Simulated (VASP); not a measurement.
Input of a VASP 6.6.1 run:

POSCAR

```
Si
1.0
    2.6290009028      0.0000000000      0.0000000000
   -1.3145004514      2.2767815684      0.0000000000
    0.0000000000      0.0000000000      2.4937990725
Si
1
Direct
    0.0000000000      0.0000000000      0.0000000000
```

INCAR.step1

```
SYSTEM = Si
PREC = Accurate
ENCUT = 520
ISMEAR = 0
SIGMA = 0.15
LREAL = .False.
LASPH = .True.
NELM = 80
NBANDS = 8
GGA = PE
ALGO = Normal
EDIFF = 1E-4
LWAVE = .True.
LCHARG = .False.
```

File INCAR.step2:

```
SYSTEM = Si
PREC = Accurate
ENCUT = 520
EDIFF = 1E-6
ISMEAR = 0
SIGMA = 0.15
LREAL = .False.
LASPH = .True.
NELM = 80
ALGO = Normal
ISIF = 2
LWAVE = .False.
LCHARG = .False.
METAGGA = R2SCAN
LMIXTAU = .True.
NBANDS = 8
ISTART = 1
```

File KPOINTS:

```
regular mesh
0
Gamma
  24 24 24
  0 0 0
```

Potentials or basis: VASP PAW PBE potentials, release 64 (Si).

Launch:

```sh
$ cat potpaw_PBE.64/Si/POTCAR > POTCAR
$ cp INCAR.step1 INCAR
$ mpirun -np 1 vasp_std > vasp.out
$ cp INCAR.step2 INCAR
$ mpirun -np 1 vasp_std > vasp.out
```

**Question.** Predict the pressure.

**Answer.** 0.0 GPa.

**Question.** Estimate the band gap on the k mesh.

**Answer.** Zero (band 2 reaches 17.27 eV, above the bottom of band 3 at 4.74 eV).

Stress tensor (GPa, compression positive):
```
 0.85  0.00  0.00
 0.00  0.85  0.00
 0.00  0.00 -1.84
```

Caveat: the PAW data sets were made with another functional, which shifts forces and pressure a little.
